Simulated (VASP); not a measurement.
Write the native input for VASP 6.6.1 that does the following.

```yaml
Task: single point
Functional: PBE
Potentials_or_basis: VASP PAW PBE potentials, release 64 (Cd, S)
Cutoff: 500 eV
k_mesh: 6 × 6 × 4
Occupations: gaussian, width 0.01 eV
Spin: no spin polarisation
Dipole_correction: no
Further_INCAR_settings: ALGO = Normal; EDIFF = 1e-06; NBANDS = 26
```

The structure of CdS lies in POSCAR:

```
CdS
1.0
    4.1546907558      0.0000000000      0.0000000000
   -2.0773453779      3.5980677394      0.0000000000
    0.0000000000      0.0000000000      6.7614101629
Cd S
2 2
Direct
    0.3333333333      0.6666666667      0.0002495582
    0.6666666667      0.3333333333      0.5002495582
    0.3333333333      0.6666666667      0.3767504418
    0.6666666667      0.3333333333      0.8767504418
```

The input as run:

INCAR

```
SYSTEM = CdS
ALGO     = Normal         ! electronic algorithm
EDIFF    = 1E-6           ! SCF threshold, eV
ENCUT    = 500            ! plane-wave cutoff, eV
GGA      = PE             ! functional
GGA_COMPAT= .False.      
ISIF     = 2              ! what is computed and relaxed
ISMEAR   = 0              ! smearing method
LASPH    = .True.         ! aspherical terms in the spheres
LCHARG   = .True.         ! write CHGCAR
LELF     = .True.         ! ELF
LREAL    = .False.        ! projectors in reciprocal space
LVHAR    = .True.       
LWAVE    = .False.        ! write WAVECAR
NBANDS   = 26             ! bands
NELM     = 120            ! most SCF steps
PREC     = Accurate       ! precision mode
SIGMA    = 0.01           ! smearing width, eV
```

KPOINTS

```
k-points
0
Gamma
  6 6 4
  0 0 0
```

Potentials or basis: VASP PAW PBE potentials, release 64 (Cd, S).

The run is started by

```sh
$ cat potpaw_PBE.64/Cd/POTCAR potpaw_PBE.64/S/POTCAR > POTCAR
$ mpirun -np 1 vasp_std > vasp.out
```

Results of the run:

```yaml
Pressure: 2.0 GPa
Band_gap_on_the_k_mesh: 1.18 eV
```

Run time: 75 s on 1 thread of Intel Xeon 8259CL (shared host), peak memory 0.21 GiB.
